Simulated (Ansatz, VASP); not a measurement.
## Two plane-wave programs on Ag

```xyz
1
Lattice="0.0000 2.0373 2.0736 2.1099 0.0000 2.0736 2.1099 2.0373 0.0000" Properties=species:S:1:pos:R:3 pbc="T T T"
Ag    0.0000    0.0000    0.0000
```

Change from the starting cell: strain +0.0175 x Voigt [1, -1, 0, 0, 0, 0], atoms carried along.

Alike in both runs: task single point; functional PBE; k mesh 24 × 24 × 24; occupations gaussian, width 0.15 eV; no spin polarisation.

|  | VASP | Ansatz |
| --- | --- | --- |
| version | VASP 6.6.1 | Ansatz 0.2.0 |
| potentials or method | VASP PAW PBE potentials, release 64 (Ag), cutoff 520 eV | scalar-relativistic, plane waves, PAW |
| valence electrons in the cell | 11 | 19 |

|  | VASP | Ansatz | Ansatz less VASP |
| --- | --- | --- | --- |
| gap on the k mesh at the Fermi level (eV) | none | none | - |
| pressure (GPa) | 0.0 | 0.1 | +0.06 |
| traceless stress, the component that is largest in VASP (GPa) | -0.67 | -0.67 | -0.005 |

A gap of «none» marks a metal or a gap that the smearing closes. VASP's potentials hold 11 valence electrons a cell and Ansatz's 19, so a difference there can come from the potentials and not from the codes.
